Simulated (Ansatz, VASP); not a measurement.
**One calculation of NbCu2, two programs**

```
CELL_PARAMETERS angstrom
0.00000 3.47000 3.47000
3.47000 0.00000 3.47000
3.47000 3.47000 0.00000
ATOMIC_POSITIONS crystal
Nb 0.00000 0.00000 0.00000
Nb 0.25000 0.25000 0.25000
Cu 0.62500 0.62500 0.62500
Cu 0.12500 0.62500 0.62500
Cu 0.62500 0.62500 0.12500
Cu 0.62500 0.12500 0.62500
```

Alike in both runs: task single point; functional PBE; k mesh 4 × 4 × 4; occupations gaussian, width 0.1 eV; no spin polarisation.

|  | VASP | Ansatz |
| --- | --- | --- |
| version | VASP 6.6.1 | Ansatz 0.2.0 |
| potentials or method | VASP PAW PBE potentials, release 64 (Nb_sv, Cu), cutoff 520 eV | scalar-relativistic, plane waves, PAW |
| valence electrons in the cell | 70 | 102 |

|  | VASP | Ansatz | Ansatz less VASP |
| --- | --- | --- | --- |
| gap on the k mesh at the Fermi level (eV) | none | none | - |
| pressure (GPa) | 0.1 | 0.1 | -0.02 |

A gap of «none» marks a metal or a gap that the smearing closes. With one functional, cell and mesh, what is left measures potentials, basis and numerics. VASP's potentials hold 70 valence electrons a cell and Ansatz's 102, so a difference there can come from the potentials and not from the codes.

The k mesh is coarse, so the values compare programs but aren't converged.
